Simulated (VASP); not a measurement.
# Zr (P6_3/mmc) in VASP: further runs, part 2 of 3

VASP 6.6.1. The steps go on from the part before.

### 3 Single point, r2SCAN

POSCAR reads:

```
Zr
1.0
    3.2445832200      0.0000000000      0.0000000000
   -1.6222916100      2.8098914932      0.0000000000
    0.0000000000      0.0000000000      5.1573641137
Zr
2
Direct
    0.3333333333      0.6666666667      0.2500000000
    0.6666666667      0.3333333333      0.7500000000
```

INCAR.step1 reads:

```
PREC = Accurate
ENCUT = 520
ISMEAR = -1
SIGMA = 0.6
LREAL = F
LASPH = T
NELM = 60
NBANDS = 19
GGA = PE
ALGO = Normal
EDIFF = 1E-4
LWAVE = T
LCHARG = F
```

INCAR.step2 reads:

```
PREC = Accurate
ENCUT = 520
EDIFF = 1E-7
ISMEAR = -1
SIGMA = 0.6
LREAL = F
LASPH = T
NELM = 60
ALGO = Normal
ISIF = 2
LWAVE = F
LCHARG = F
METAGGA = R2SCAN
LMIXTAU = T
NBANDS = 19
ISTART = 1
```

KPOINTS reads:

```
Automatic mesh
0
Gamma
  11 11 6
```

Potentials or basis: VASP PAW PBE potentials, release 64 (Zr_sv).

The run is started by

```bash
cat potpaw_PBE.64/Zr_sv/POTCAR > POTCAR
cp INCAR.step1 INCAR
mpirun -np 1 vasp_std > vasp.out
cp INCAR.step2 INCAR
mpirun -np 1 vasp_std > vasp.out
```

It took 3.7 min on 1 thread of Intel Xeon 8259CL, shared host; peak memory 0.2 GiB.

Results (log left out):

| Item | Value |
| --- | --- |
| Free energy | -46.9195 eV |
| Pressure | 4.6 GPa |
| Band gap on the k mesh | zero (bands 12 and 13 overlap by 1.16 eV) |

Stress tensor (GPa, compression positive):
```
3.66 0.00 0.00
0.00 3.66 0.00
0.00 0.00 6.38
```

Levels at points of the mesh, in eV from the Fermi level:
| k point | band 10 | band 11 | band 12 | band 13 | band 14 | band 15 |
| --- | --- | --- | --- | --- | --- | --- |
| (0.00, 0.00, 0.00) | -3.05 | 1.13 | 1.13 | 1.14 | 1.33 | 1.87 |
| (0.00, 0.00, 0.50) | -4.10 | 0.20 | 0.20 | 1.04 | 1.04 | 1.04 |

Caveat: the cell stands under pressure; so wide a smearing shifts energies and pressures; the PAW data sets were made with another functional, which shifts forces and pressure a little.

### 4 Relaxation of cell and atoms, r2SCAN

This run uses another cell than the first one, of 23.28 Å³/atom.

POSCAR reads:

```
Zr
1.0
    3.2319982225      0.0000000000      0.0000000000
   -1.6159991112      2.7989925656      0.0000000000
    0.0000000000      0.0000000000      5.1470000000
Zr
2
Direct
    0.3333333333      0.6666666667      0.2500000000
    0.6666666667      0.3333333333      0.7500000000
```

INCAR.step1 reads:

```
PREC = Accurate ; ENCUT = 600
ISMEAR = -1 ; SIGMA = 0.1
LREAL = F ; LASPH = T
NELM = 80 ; GGA = PE
ALGO = Normal ; EDIFF = 1E-4
LWAVE = T ; LCHARG = F
```

INCAR.step2 reads:

```
PREC = Accurate ; ENCUT = 600
EDIFF = 1E-7 ; ISMEAR = -1
SIGMA = 0.1 ; LREAL = F
LASPH = T ; NELM = 80
ALGO = Normal ; ISIF = 3
LWAVE = F ; LCHARG = F
METAGGA = R2SCAN ; LMIXTAU = T
IBRION = 2 ; NSW = 80
EDIFFG = -0.01 ; ISTART = 1
```

KPOINTS is that of step 3.

Potentials or basis: VASP PAW PBE potentials, release 64 (Zr_sv).

The run is started by

```bash
cat potpaw_PBE.64/Zr_sv/POTCAR > POTCAR
cp INCAR.step1 INCAR
mpirun -np 1 vasp_std > vasp.out
cp INCAR.step2 INCAR
mpirun -np 1 vasp_std > vasp.out
```

OUTCAR:

```text
PREC = Accurate
   ENCUT = 600
   EDIFF = 1E-7
   ISMEAR = -1
   LREAL = F
   LASPH = T
   NELM = 80
   ISIF = 3
   METAGGA = R2SCAN
   IBRION = 2
   NSW = 80
   EDIFFG = -0.01
   ISTART = 1

 ion  position               nearest neighbor table
   1  0.333  0.667  0.250-   2 3.18   2 3.18   2 3.18   2 3.18   2 3.18   2 3.18
   2  0.667  0.333  0.750-   1 3.18   1 3.18   1 3.18   1 3.18   1 3.18   1 3.18

  LATTYP: Found a hexagonal cell.
 ALAT       =     3.2319982225
 C/A-ratio  =     1.5925132521

  Lattice vectors:

 A1 = (   3.2319982225,   0.0000000000,   0.0000000000)
 A2 = (  -1.6159991112,   2.7989925656,   0.0000000000)
 A3 = (   0.0000000000,   0.0000000000,   5.1470000000)

Analysis of symmetry for initial positions (statically):
=====================================================================
 Subroutine PRICEL returns:
 Original cell was already a primitive cell.

 Routine SETGRP: Setting up the symmetry group for a
 hexagonal supercell.

 Subroutine GETGRP returns: Found 24 space group operations
[... 169 lines left out ...]

------------------------ aborting loop because EDIFF is reached ----------------------------------------

  FORCE on cell =-STRESS in cart. coord.  units (eV):
  Direction    XX          YY          ZZ          XY          YZ          ZX
  --------------------------------------------------------------------------------------
  -------------------------------------------------------------------------------------
  Total        0.2956395      0.2956395      0.2307705      0.0000000     -0.0000000      0.0000000
  in kB       10.1729277     10.1729277      7.9407923      0.0000000     -0.0000000      0.0000000
  external PRESSURE =       9.4288826 kB  Pullay stress =       0.0000000 kB
[... 131 lines left out ...]
--------------------------------------- Ionic step        5  -------------------------------------------

 number of electron      24.0000000 magnetization

 Free energy of the ion-electron system (eV)
  ---------------------------------------------------
  ext. energy  EPLUGINS =         0.00000000
  ---------------------------------------------------
  free energy    TOTEN  =       -45.52540986 eV

  energy without entropy =      -45.46461147  energy(sigma->0) =      -45.49501066

 E-fermi :   8.9159     XC(G=0): -11.9017

 val. band max:        8.8998868477   @ k =   0.0909   0.0909   0.0000
 cond. band min:       8.9194119353   @ k =   0.0909   0.0909   0.1667
 fundamental gap:      0.0195250876
 Fermi energy:         8.9159142248

 k-point     1 :       0.0000    0.0000    0.0000
  band No.  band energies     occupation
      1     -41.6398      2.00000
      2     -41.4783      2.00000
      3     -19.4830      2.00000
      4     -18.5922      2.00000
      5     -18.5922      2.00000
      6     -18.4517      2.00000
[... 433 lines left out ...]
      3     -19.2903      2.00000
      4     -18.8804      2.00000
      5     -18.8353      2.00000
      6     -18.6828      2.00000
[... 8 lines left out ...]
     15      10.4673      0.00000
     16      11.3347      0.00000

 [... further k-points ...]
[... 5 lines left out ...]
  --------------------------------------------------------------------------------------
  -------------------------------------------------------------------------------------
  Total        0.0092056      0.0092056     -0.0099448      0.0000000     -0.0000000      0.0000000
  in kB        0.3136868      0.3136868     -0.3388751      0.0000000     -0.0000000      0.0000000
  external PRESSURE =       0.0961661 kB  Pullay stress =       0.0000000 kB
[... 17 lines left out ...]
  FREE ENERGIE OF THE ION-ELECTRON SYSTEM (eV)
  ---------------------------------------------------
  free  energy   TOTEN  =       -45.5254098575 eV

  energy  without entropy=      -45.4646114686  energy(sigma->0) =      -45.49501066

 reached required accuracy - stopping structural energy minimisation
```

OUTCAR.step1:

```text
PREC = Accurate
   ENCUT = 600
   ISMEAR = -1
   LREAL = F
   LASPH = T
   NELM = 80
[... 678 lines left out ...]
 -----------------------------------------------------------------------------------
     -0.00000      1.86600      1.28675         0.000000      0.000000      0.000000
      1.61600      0.93300      3.86025        -0.000000      0.000000      0.000000
 -----------------------------------------------------------------------------------
    total drift:                               -0.000000      0.000000     -0.000000

  FREE ENERGIE OF THE ION-ELECTRON SYSTEM (eV)
  ---------------------------------------------------
  free  energy   TOTEN  =       -17.0737574813 eV

  energy  without entropy=      -17.0042366633  energy(sigma->0) =      -17.03899707
```

OSZICAR.step1:

```text
N       E                     dE             d eps       ncg     rms          rms(c)
DAV:   1     0.237262029189E+03    0.23726E+03   -0.14591E+04  2048   0.165E+03
DAV:   2    -0.261064880845E+01   -0.23987E+03   -0.23782E+03  2600   0.436E+02
DAV:   3    -0.174556179347E+02   -0.14845E+02   -0.14753E+02  3832   0.836E+01
DAV:   4    -0.177705007255E+02   -0.31488E+00   -0.31477E+00  2272   0.130E+01
DAV:   5    -0.177798128325E+02   -0.93121E-02   -0.93120E-02  3192   0.145E+00    0.143E+01
DAV:   6    -0.171829734568E+02    0.59684E+00   -0.95657E-01  2120   0.867E+00    0.563E+00
DAV:   7    -0.170677159349E+02    0.11526E+00   -0.62719E-01  2952   0.611E+00    0.113E+00
DAV:   8    -0.170735515339E+02   -0.58356E-02   -0.38854E-02  2664   0.170E+00    0.292E-01
DAV:   9    -0.170738032354E+02   -0.25170E-03   -0.19375E-03  2472   0.477E-01    0.349E-02
DAV:  10    -0.170737574813E+02    0.45754E-04   -0.43286E-05  1720   0.496E-02
   1 F= -.17073757E+02 E0= -.17038997E+02  d E =-.695208E-01
```

Wall time 6.8 min (1 thread of Intel Xeon 6975P-C (Granite Rapids), shared host); peak memory 0.22 GiB.

What came out:

```yaml
Free_energy: -45.5254 eV
Relaxed_volume: 23.51 Å³/atom
Relaxed_cell: a = 3.245 Å, b = 3.245 Å, c = 5.157 Å, α = 90.00°, β = 90.00°, γ = 120.00°
Space_group_after_relaxing_to_0.1_Å: P6_3/mmc (No. 194)
Energy_gained_by_relaxing: 0.7 meV/atom
Ionic_steps: 5
Pressure_after_relaxing: 0.0 GPa
Band_gap_on_the_k_mesh: zero (bands 12 and 13 overlap by 1.14 eV)
```

Step by step:
```
step  energy change (eV)  largest force (eV/Å)  pressure (GPa)  volume (Å³)
   1              0.0000                0.0000            0.94        46.56
   2              0.0000                0.0000           -0.93        47.49
   3             -0.0014                0.0000           -0.02        47.03
   4             -0.0014                0.0000            0.00        47.02
   5             -0.0014                0.0000            0.01        47.02
```

Final structure:
```cif
data_structure
_symmetry_space_group_name_H-M 'P 1'
_symmetry_Int_Tables_number 1
_cell_length_a 3.2446
_cell_length_b 3.2446
_cell_length_c 5.1572
_cell_angle_alpha 90.000
_cell_angle_beta 90.000
_cell_angle_gamma 120.000
_cell_volume 47.02
loop_
_atom_site_label
_atom_site_type_symbol
_atom_site_fract_x
_atom_site_fract_y
_atom_site_fract_z
_atom_site_occupancy
Zr1 Zr 0.33333 0.66667 0.25000 1
Zr2 Zr 0.66667 0.33333 0.75000 1
```

Caveat: the PAW data sets were made with another functional, which shifts forces and pressure a little. Zero-point motion and thermal expansion aren't in these numbers.

[end of part 2 of 3]
